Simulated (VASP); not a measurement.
# Sc4SiN (Cmmm) in VASP: notebook

Runs on Sc4SiN. Level: PBE. Tasks: single point.

Program: VASP 6.6.1. These are calculated values, not measurements. Logs are shortened: lines on timing, memory, paths and dates and some standing lists are left out, and cuts for length are marked.

### Step 1. The cell of the first run

The structure is orthorhombic, space group Cmmm (No. 65). Conventional cell: a = 7.106 Å, b = 8.107 Å, c = 4.787 Å, α = 90.00°, β = 90.00°, γ = 90.00°. Within 2.6 Å of Sc (site symmetry 2mm) lie 1 N at 1.93 Å. Within 3.7 Å of Sc (site symmetry 2/m) lie 2 Si at 2.70 Å and 6 Sc at 3.14 to 3.55 Å and 4 N at 3.60 Å. Si (site symmetry mmm) has 8 Sc at 2.70 to 2.89 Å within 3.6 Å. Within 2.6 Å of N (site symmetry mmm) lie 2 Sc at 1.93 Å.

The cell was generated, and may not be a known phase.

### Step 2. Single point, PBE

File INCAR:

```
SYSTEM = Sc4SiN
PREC     = Accurate       ! precision mode
ENCUT    = 600            ! plane-wave cutoff, eV
EDIFF    = 1E-6           ! SCF threshold, eV
ISMEAR   = 0              ! smearing method
SIGMA    = 0.1            ! smearing width, eV
LREAL    = .False.        ! projectors in reciprocal space
LASPH    = .True.         ! aspherical terms in the spheres
NELM     = 120            ! most SCF steps
ALGO     = Normal         ! electronic algorithm
ISIF     = 2              ! what is computed and relaxed
LWAVE    = .False.        ! write WAVECAR
LCHARG   = .False.        ! write CHGCAR
GGA      = PE             ! functional
NBANDS   = 36             ! bands
GGA_COMPAT= .False.
```

File KPOINTS:

```
regular mesh
0
Gamma
  4 4 4
  0 0 0
```

File POSCAR:

```
Sc4SiN
1.0
    4.0537220198     -3.5528090807      0.0000000000
    4.0537220198      3.5528090807      0.0000000000
    0.0000000000      0.0000000000      4.7867441015
Sc Si N
4 1 1
Direct
    0.7284386165      0.2715613835      0.0000000000
    0.2715613835      0.7284386165      0.0000000000
    0.5000000000      0.0000000000      0.5000000000
    0.0000000000      0.5000000000      0.5000000000
    0.5000000000      0.5000000000      0.5000000000
    0.0000000000      0.0000000000      0.0000000000
```

Potentials or basis: VASP PAW PBE potentials, release 64 (Sc_sv, Si, N).

The run is started by

```
cat potpaw_PBE.64/Sc_sv/POTCAR potpaw_PBE.64/Si/POTCAR potpaw_PBE.64/N/POTCAR > POTCAR
mpirun -np 1 vasp_std > vasp.out
```

OUTCAR:

```text
SYSTEM = Sc4SiN
   PREC = Accurate
   ENCUT = 600
   EDIFF = 1E-6
   ISMEAR = 0
   LREAL = .False.
   LASPH = .True.
   NELM = 120
   ISIF = 2
   GGA = PE

 ion  position               nearest neighbor table
   1  0.728  0.272  0.000-   6 1.93   5 2.89   5 2.89   4 3.14   3 3.14   4 3.14   3 3.14   2 3.25

   2  0.272  0.728  0.000-   6 1.93   5 2.89   5 2.89   4 3.14   3 3.14   4 3.14   3 3.14   1 3.25

   3  0.500  0.000  0.500-   5 2.70   5 2.70   1 3.14   1 3.14   2 3.14   2 3.14
   4  0.000  0.500  0.500-   5 2.70   5 2.70   1 3.14   1 3.14   2 3.14   2 3.14
   5  0.500  0.500  0.500-   3 2.70   4 2.70   3 2.70   4 2.70   1 2.89   2 2.89   1 2.89   2 2.89

   6  0.000  0.000  0.000-   1 1.93   2 1.93

  LATTYP: Found a base centered orthorhombic cell.
 ALAT       =     7.1056181614
 B/A-ratio  =     1.1409906718
 C/A-ratio  =     0.6736562524

  Lattice vectors:

 A1 = (  -4.0537220198,  -3.5528090807,   0.0000000000)
 A2 = (   4.0537220198,  -3.5528090807,   0.0000000000)
 A3 = (   0.0000000000,   0.0000000000,   4.7867441015)

Analysis of symmetry for initial positions (statically):
=====================================================================
 Subroutine PRICEL returns:
 Original cell was already a primitive cell.

 Routine SETGRP: Setting up the symmetry group for a
 base centered orthorhombic supercell.

 Subroutine GETGRP returns: Found  8 space group operations
 (whereof  8 operations were pure point group operations)
 out of a pool of  8 trial point group operations.

The static configuration has the point symmetry D_2h.

Analysis of symmetry for dynamics (positions and initial velocities):
=====================================================================
 Subroutine PRICEL returns:
 Original cell was already a primitive cell.

 Routine SETGRP: Setting up the symmetry group for a
 base centered orthorhombic supercell.

 Subroutine GETGRP returns: Found  8 space group operations
 (whereof  8 operations were pure point group operations)
 out of a pool of  8 trial point group operations.

The dynamic configuration has the point symmetry D_2h.

 Subroutine INISYM returns: Found  8 space group operations
 (whereof  8 operations are pure point group operations),
 and found     1 'primitive' translations

[... 99 lines left out ...]
   LREAL  =      F    real-space projection
   EDIFFG = 0.1E-04   stopping-criterion for IOM
   NSW    =      0    number of steps for IOM
   IBRION =     -1    ionic relax: 0-MD 1-quasi-New 2-CG
   NFREE  =      0    steps in history (QN), initial steepest desc. (CG)
   ISIF   =      2    stress and relaxation
   ISYM   =      2    0-nonsym 1-usesym 2-fastsym
   POTIM  = 0.5000    time-step for ionic-motion
   TEBEG  =    0.0;   TEEND  =   0.0 temperature during run
   PSTRESS=    0.0 pullay stress
   NELECT =      53.0000    total number of electrons
   NUPDOWN=      -1.0000    fix difference up-down
   EMIN   =  10.00;   EMAX   =-10.00  energy-range for DOS
   EFERMI =   0.00;   METHOD = LEGACY
   ISMEAR =     0;   SIGMA  =   0.10  broadening in eV -4-tet -1-fermi 0-gaus
   EFERMI_NEDOS =   21; number of points for ismear=-14 and -15
   IALGO  =     38    algorithm
   IMIX   =      4    mixing-type and parameters
     AMIX     =   0.40;   BMIX     =  1.00
     AMIX_MAG =   1.60;   BMIX_MAG =  1.00
  volume/ion in A,a.u.               =      22.98       155.07
  Fermi-wavevector in a.u.,A,eV,Ry     =   1.190332  2.249401 19.277962  1.416890
  Thomas-Fermi vector in A             =   2.326419
   LORBIT       =      0    0 simple, 1 ext, 2 COOP (PROOUT), +10 PAW based schemes
   GGA     = PE    functional components
   LHFCALC =     F    Hartree Fock is set to
   AEXX    =    0.0000 exact exchange contribution
   IVDW    =     0    specifies the selected vdW correction
   LEPSILON=     F    determine dielectric tensor
   LRPA    =     F    only Hartree local field effects (RPA)
 non-spin polarized calculation
 Gauss-broadening in eV      SIGMA  =   0.10
  energy-cutoff  :      600.00
  volume of cell :      137.88
 maximum number of plane-waves:      4628
 NGX is ok and might be reduce to    48
   NGX = 21   NGY = 21   NGZ = 19

 number of electron      53.0000002 magnetization

 Free energy of the ion-electron system (eV)
  ---------------------------------------------------
  ext. energy  EPLUGINS =         0.00000000
  ---------------------------------------------------
  free energy    TOTEN  =       -38.70809292 eV

  energy without entropy =      -38.66102324  energy(sigma->0) =      -38.68455808

 E-fermi :   3.5565     XC(G=0):  -9.3776

 val. band max:        3.5442012135   @ k =  -0.2500   0.2500   0.0000
 cond. band min:       3.5592279888   @ k =   0.5000   0.0000   0.0000
 fundamental gap:      0.0150267754
 Fermi energy:         3.5564818916

 k-point     1 :       0.0000    0.0000    0.0000
  band No.  band energies     occupation
      1     -46.4798      2.00000
      2     -46.4708      2.00000
      3     -45.5813      2.00000
      4     -45.5686      2.00000
      5     -25.3104      2.00000
      6     -25.2626      2.00000
[... 808 lines left out ...]
     35       5.3061      0.00000
     36       5.3543      0.00000

------------------------ aborting loop because EDIFF is reached ----------------------------------------

  FORCE on cell =-STRESS in cart. coord.  units (eV):
  Direction    XX          YY          ZZ          XY          YZ          ZX
  --------------------------------------------------------------------------------------
  -------------------------------------------------------------------------------------
  Total        0.0054598      0.4301398     -0.0168054      0.0000000      0.0000000      0.0000000
  in kB        0.0634440      4.9983209     -0.1952829      0.0000000      0.0000000      0.0000000
  external PRESSURE =       1.6221606 kB  Pullay stress =       0.0000000 kB

 VOLUME and BASIS-vectors are now :
 -----------------------------------------------------------------------------
  energy-cutoff  :      600.00
  volume of cell :      137.88
      direct lattice vectors                 reciprocal lattice vectors
     4.053722020 -3.552809081  0.000000000     0.123343435 -0.140733709  0.000000000
     4.053722020  3.552809081  0.000000000     0.123343435  0.140733709  0.000000000
     0.000000000  0.000000000  4.786744102     0.000000000  0.000000000  0.208910269

 POSITION                                       TOTAL-FORCE (eV/Angst)
 -----------------------------------------------------------------------------------
      4.05372     -1.62320      0.00000        -0.000000      0.106000      0.000000
      4.05372      1.62320      0.00000        -0.000000     -0.106000     -0.000000
      2.02686     -1.77640      2.39337        -0.000000     -0.000000     -0.000000
      2.02686      1.77640      2.39337        -0.000000      0.000000     -0.000000
      4.05372      0.00000      2.39337         0.000000      0.000000     -0.000000
      0.00000      0.00000      0.00000        -0.000000      0.000000     -0.000000
 -----------------------------------------------------------------------------------
    total drift:                               -0.000000     -0.000000      0.000000

  FREE ENERGIE OF THE ION-ELECTRON SYSTEM (eV)
  ---------------------------------------------------
  free  energy   TOTEN  =       -38.7080929229 eV

  energy  without entropy=      -38.6610232408  energy(sigma->0) =      -38.68455808
```

Wall time 2.3 min (1 thread of Intel Xeon Platinum 8259CL at 2.50GHz (Skylake/Cascade Lake), shared host); peak memory 0.35 GiB.

Results:

```
Free energy            : -38.7081 eV
Pressure               : 0.2 GPa
Largest force          : 0.106 eV/Å
Band gap on the k mesh : zero (an odd number of electrons rules out a gap without spin polarisation)
```

Forces in eV/Å, atoms in the order of the input:
```
Sc   0.000  0.106  0.000
Sc   0.000 -0.106  0.000
Sc   0.000  0.000  0.000
Sc   0.000  0.000  0.000
Si   0.000  0.000  0.000
N    0.000  0.000  0.000
```

Stress tensor (GPa, compression positive):
```
 0.01  0.00  0.00
 0.00  0.50  0.00
 0.00  0.00 -0.02
```

### Step 3. Single point, PBE

File INCAR:

```
SYSTEM = Sc4SiN
PREC = Accurate
ENCUT = 600
EDIFF = 1E-6
ISMEAR = 0
SIGMA = 0.1
LREAL = .False.
LASPH = .True.
NELM = 120
ALGO = Normal
ISIF = 2
LWAVE = .False.
LCHARG = .False.
GGA = PE
NBANDS = 36
GGA_COMPAT = .False.
```

File KPOINTS:

```
regular mesh
0
Gamma
  8 8 8
  0 0 0
```

File POSCAR:

```
Sc4SiN
1.0
    3.5493349582     -4.0505715792      0.0000000000
    3.5493349582      4.0505715792      0.0000000000
    0.0000000000      0.0000000000      4.7923228447
Sc Si N
4 1 1
Direct
    0.7281835798      0.7281835798      0.0000000000
    0.2718164202      0.2718164202      0.0000000000
    0.0000000000      0.5000000000      0.5000000000
    0.5000000000      0.0000000000      0.5000000000
    0.5000000000      0.5000000000      0.5000000000
    0.0000000000      0.0000000000      0.0000000000
```

Potentials or basis: VASP PAW PBE potentials, release 64 (Sc_sv, Si, N).

The run is started by

```
cat potpaw_PBE.64/Sc_sv/POTCAR potpaw_PBE.64/Si/POTCAR potpaw_PBE.64/N/POTCAR > POTCAR
mpirun -np 1 vasp_std > vasp.out
```

OUTCAR:

```text
SYSTEM = Sc4SiN
   PREC = Accurate
   ENCUT = 600
   EDIFF = 1E-6
   ISMEAR = 0
   LREAL = .False.
   LASPH = .True.
   NELM = 120
   ISIF = 2
   GGA = PE

 ion  position               nearest neighbor table
   1  0.728  0.728  0.000-   6 1.93   5 2.89   5 2.89   4 3.14   3 3.14   4 3.14   3 3.14   2 3.24

   2  0.272  0.272  0.000-   6 1.93   5 2.89   5 2.89   4 3.14   3 3.14   4 3.14   3 3.14   1 3.24

   3  0.000  0.500  0.500-   5 2.69   5 2.69   1 3.14   1 3.14   2 3.14   2 3.14
   4  0.500  0.000  0.500-   5 2.69   5 2.69   1 3.14   1 3.14   2 3.14   2 3.14
   5  0.500  0.500  0.500-   3 2.69   4 2.69   4 2.69   3 2.69   1 2.89   2 2.89   1 2.89   2 2.89

   6  0.000  0.000  0.000-   1 1.93   2 1.93

  LATTYP: Found a base centered orthorhombic cell.
 ALAT       =     7.0986699164
 B/A-ratio  =     1.1412198699
 C/A-ratio  =     0.6751015192

  Lattice vectors:

 A1 = (   3.5493349582,  -4.0505715792,   0.0000000000)
 A2 = (   3.5493349582,   4.0505715792,   0.0000000000)
 A3 = (   0.0000000000,   0.0000000000,   4.7923228447)

[... 183 lines left out ...]
 E-fermi :   3.5694     XC(G=0):  -9.3800

 val. band max:        3.5654630832   @ k =  -0.3750   0.3750   0.0000
 cond. band min:       3.5703862063   @ k =   0.5000   0.1250   0.1250
 fundamental gap:      0.0049231230
 Fermi energy:         3.5694227699

 k-point     1 :       0.0000    0.0000    0.0000
  band No.  band energies     occupation
      1     -46.4580      2.00000
      2     -46.4489      2.00000
      3     -45.5858      2.00000
      4     -45.5729      2.00000
      5     -25.2878      2.00000
      6     -25.2396      2.00000
[... 925 lines left out ...]
     35       5.4179      0.00000
     36       5.9331      0.00000

 [... further k-points ...]

------------------------ aborting loop because EDIFF is reached ----------------------------------------

  FORCE on cell =-STRESS in cart. coord.  units (eV):
  Direction    XX          YY          ZZ          XY          YZ          ZX
  --------------------------------------------------------------------------------------
  -------------------------------------------------------------------------------------
  Total        0.3947476      0.0198692      0.0683179     -0.0000000      0.0000000      0.0000000
  in kB        4.5897682      0.2310213      0.7943383     -0.0000000      0.0000000      0.0000000
  external PRESSURE =       1.8717093 kB  Pullay stress =       0.0000000 kB

 VOLUME and BASIS-vectors are now :
 -----------------------------------------------------------------------------
  energy-cutoff  :      600.00
  volume of cell :      137.80
      direct lattice vectors                 reciprocal lattice vectors
     3.549334958 -4.050571579  0.000000000     0.140871461 -0.123439369  0.000000000
     3.549334958  4.050571579  0.000000000     0.140871461  0.123439369  0.000000000
     0.000000000  0.000000000  4.792322845     0.000000000  0.000000000  0.208667077

 POSITION                                       TOTAL-FORCE (eV/Angst)
 -----------------------------------------------------------------------------------
      5.16913      0.00000      0.00000        -0.092589      0.000000      0.000000
      1.92954      0.00000      0.00000         0.092589      0.000000     -0.000000
      1.77467      2.02529      2.39616         0.000000      0.000000      0.000000
      1.77467     -2.02529      2.39616        -0.000000     -0.000000      0.000000
      3.54933      0.00000      2.39616         0.000000     -0.000000      0.000000
      0.00000      0.00000      0.00000         0.000000      0.000000      0.000000
 -----------------------------------------------------------------------------------
    total drift:                               -0.000000     -0.000000      0.000000

  FREE ENERGIE OF THE ION-ELECTRON SYSTEM (eV)
  ---------------------------------------------------
  free  energy   TOTEN  =       -38.6943283427 eV

  energy  without entropy=      -38.6433609110  energy(sigma->0) =      -38.66884463
```

stdout:

```text
POSCAR found type information on POSCAR ScSiN
 POSCAR found :  3 types and       6 ions
 scaLAPACK will be used
 LDA part: xc-table for (Slater+PW92), standard interpolation
 POSCAR, INCAR and KPOINTS ok, starting setup
 FFT: planning ... GRIDC
 FFT: planning ... GRID_SOFT
 FFT: planning ... GRID
 WAVECAR not read
 entering main loop
```

It took 9.7 min on 1 thread of Intel Xeon Platinum 8259CL at 2.50GHz (Skylake/Cascade Lake), shared host; peak memory 0.65 GiB.

Results:

| Item | Value |
| --- | --- |
| Free energy | -38.6943 eV |
| Pressure | 0.2 GPa |
| Largest force | 0.093 eV/Å |
| Band gap on the k mesh | zero (an odd number of electrons rules out a gap without spin polarisation) |

Forces on the atoms (eV/Å):
```
Sc  -0.093  0.000  0.000
Sc   0.093  0.000  0.000
Sc   0.000  0.000  0.000
Sc   0.000  0.000  0.000
Si   0.000  0.000  0.000
N    0.000  0.000  0.000
```

Levels at points of the mesh, in eV from the Fermi level:
```csv
k point,band 24,band 25,band 26,band 27,band 28,band 29
"(0.00, 0.00, 0.00)",-1.54,-1.06,-0.86,-0.24,-0.22,-0.06
"(0.50, 0.00, 0.00)",-2.00,-0.64,-0.47,-0.13,-0.01,0.36
"(0.50, 0.50, 0.00)",-1.82,-0.86,-0.49,0.19,0.25,0.55
"(0.00, 0.00, 0.50)",-1.19,-0.52,-0.23,-0.18,-0.07,0.23
"(0.50, 0.00, 0.50)",-1.64,-0.74,-0.19,0.05,0.36,0.63
"(0.50, 0.50, 0.50)",-2.48,-0.24,-0.11,0.06,0.28,0.53
```

### Step 4. Single point, PBE, collinear spin, ferromagnetic start

File INCAR:

```
SYSTEM = Sc4SiN
PREC = Accurate ; ENCUT = 600
EDIFF = 1E-6 ; ISMEAR = 0
SIGMA = 0.1 ; LREAL = .False.
LASPH = .True. ; NELM = 200
ALGO = Normal ; ISIF = 2
LWAVE = .False. ; LCHARG = .True.
ISPIN = 2 ; MAGMOM = 0 0 0 0 0 1
LORBIT = 11 ; LMAXMIX = 4
GGA = PE ; LELF = .True.
LVHAR = .True. ; NBANDS = 40
GGA_COMPAT = .False.
```

File KPOINTS:

```
regular mesh
0
Gamma
  4 4 4
  0 0 0
```

File POSCAR:

```
Sc4SiN
1.0
    3.5528090807     -4.0537220198      0.0000000000
    3.5528090807      4.0537220198      0.0000000000
    0.0000000000      0.0000000000      4.7867441015
Sc Si N
4 1 1
Direct
    0.7284386165      0.7284386165      0.0000000000
    0.2715613835      0.2715613835      0.0000000000
    0.0000000000      0.5000000000      0.5000000000
    0.5000000000      0.0000000000      0.5000000000
    0.5000000000      0.5000000000      0.5000000000
    0.0000000000      0.0000000000      0.0000000000
```

The run is started by

```
cat potpaw_PBE.64/Sc_sv/POTCAR potpaw_PBE.64/Si/POTCAR potpaw_PBE.64/N/POTCAR > POTCAR
mpirun -np 1 vasp_std > vasp.out
```

Wall time 6.3 min (1 thread of Intel Xeon Platinum 8259CL at 2.50GHz (Skylake/Cascade Lake), shared host); peak memory 0.49 GiB.

The run converged. Its results:

```
Free energy                                           : -38.7081 eV
Pressure                                              : 0.2 GPa
Largest force                                         : 0.105 eV/Å
Net moment                                            : 0.00 μB per cell
Valence electrons inside the program's atomic spheres : Sc 9.62, 9.37 (each value once); Si 1.73; N 3.61
```

Forces in eV/Å, atoms in the order of the input:
```
Sc  -0.105  0.000  0.000
Sc   0.105  0.000  0.000
Sc   0.000  0.000  0.000
Sc   0.000  0.000  0.000
Si   0.000  0.000  0.000
N    0.000  0.000  0.000
```

Stress tensor (GPa, compression positive):
```
 0.50  0.00  0.00
 0.00  0.00  0.00
 0.00  0.00 -0.03
```

Levels at points of the mesh, in eV from the Fermi level:
Spin up:
```
           k point  band 23  band 24  band 25  band 26  band 27  band 28  band 29  band 30
(0.00, 0.00, 0.00)    -1.99    -1.52    -1.06    -0.86    -0.24    -0.21    -0.06     0.66
(0.50, 0.00, 0.00)    -2.18    -1.98    -0.64    -0.47    -0.13     0.00     0.36     0.38
(0.50, 0.50, 0.00)    -2.32    -1.80    -0.85    -0.49     0.20     0.25     0.57     0.85
(0.00, 0.00, 0.50)    -1.33    -1.19    -0.51    -0.23    -0.17    -0.05     0.24     0.85
(0.50, 0.00, 0.50)    -1.82    -1.64    -0.72    -0.18     0.05     0.36     0.64     0.88
(0.50, 0.50, 0.50)    -2.49    -2.46    -0.22    -0.10     0.07     0.29     0.53     0.76
```
Spin down:
```csv
k point,band 22,band 23,band 24,band 25,band 26,band 27,band 28,band 29,band 30,band 31
"(0.00, 0.00, 0.00)",-2.14,-1.99,-1.52,-1.06,-0.86,-0.24,-0.21,-0.06,0.66,0.79
"(0.50, 0.00, 0.00)",-2.34,-2.18,-1.98,-0.64,-0.47,-0.13,0.00,0.36,0.38,1.30
"(0.50, 0.50, 0.00)",-2.44,-2.32,-1.80,-0.85,-0.48,0.20,0.25,0.57,0.85,1.18
"(0.00, 0.00, 0.50)",-2.47,-1.33,-1.18,-0.51,-0.23,-0.17,-0.05,0.24,0.85,1.33
"(0.50, 0.00, 0.50)",-2.35,-1.82,-1.64,-0.72,-0.18,0.05,0.36,0.64,0.88,1.03
"(0.50, 0.50, 0.50)",-2.93,-2.48,-2.46,-0.22,-0.10,0.07,0.29,0.53,0.76,1.31
```

### Step 5. The runs side by side

| spin | cell | k mesh | gap on the mesh (eV) | pressure (GPa) | largest force (eV/Å) |
| --- | --- | --- | --- | --- | --- |
| off | a = 5.390, b = 5.390, c = 4.787 Å, angles 90.0, 90.0, 82.5°, 6 atoms, atomic positions A | 4 × 4 × 4 | none | 0.2 | 0.11 |
| off | a = 5.386, b = 5.386, c = 4.792 Å, angles 90.0, 90.0, 97.5°, 6 atoms, atomic positions B | 8 × 8 × 8 | none | 0.2 | 0.09 |
| collinear, ferromagnetic start | a = 5.390, b = 5.390, c = 4.787 Å, angles 90.0, 90.0, 97.5°, 6 atoms, atomic positions C | 4 × 4 × 4 | none | 0.2 | 0.11 |

Alike in all rows: task single point; level PBE; potentials or basis VASP PAW PBE potentials, release 64 (Sc_sv, Si, N); cutoff (eV) 600; smearing gaussian 0.1 eV.

Absolute energies hang on the potentials; compare differences alone.
